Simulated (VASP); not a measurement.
Write the native input for VASP 6.6.1 that does the following.

```
Task                   : dielectric tensor
Functional             : r2SCAN
Potentials or basis    : VASP PAW PBE potentials, release 64 (Mg, S)
Cutoff                 : 520 eV
k mesh                 : 8 × 8 × 8
Occupations            : gaussian, width 0.01 eV
Spin                   : no spin polarisation
Dipole correction      : no
Further INCAR settings : ALGO = Normal; EDIFF = 1e-08
```

The structure of MgS lies in POSCAR:

```
MgS
1.0
    0.0000000000      2.6015179362      2.6015179362
    2.6015179362      0.0000000000      2.6015179362
    2.6015179362      2.6015179362      0.0000000000
Mg S
1 1
Direct
    0.0000000000      0.0000000000      0.0000000000
    0.5000000000      0.5000000000      0.5000000000
```

One way to write it, as run:

INCAR

```
SYSTEM = MgS
PREC = Accurate
ENCUT = 520
EDIFF = 1E-8
ISMEAR = 0
SIGMA = 0.01
LREAL = .False.
LASPH = .True.
NELM = 60
ALGO = Normal
ISIF = 2
LWAVE = .False.
LCHARG = .False.
METAGGA = R2SCAN
LMIXTAU = .True.
LCALCEPS = .True.
```

KPOINTS

```
regular mesh
0
Gamma
  8 8 8
  0 0 0
```

Potentials or basis: VASP PAW PBE potentials, release 64 (Mg, S).

Launch:

```console
$ cat potpaw_PBE.64/Mg/POTCAR potpaw_PBE.64/S/POTCAR > POTCAR
$ mpirun -np 1 vasp_std > vasp.out
```

It gave:

The band gap on the k mesh is 3.43 eV (least direct gap 4.62 eV) and the electronic dielectric tensor (diagonal) is 4.86. The born charges (mean of the diagonal) is Mg +2.30; S -2.30 e.

Wall time 17 min on 1 thread of Intel(R) Xeon(R) 6975P-C (Granite Rapids), with other jobs on the host, peak memory 0.34 GiB.
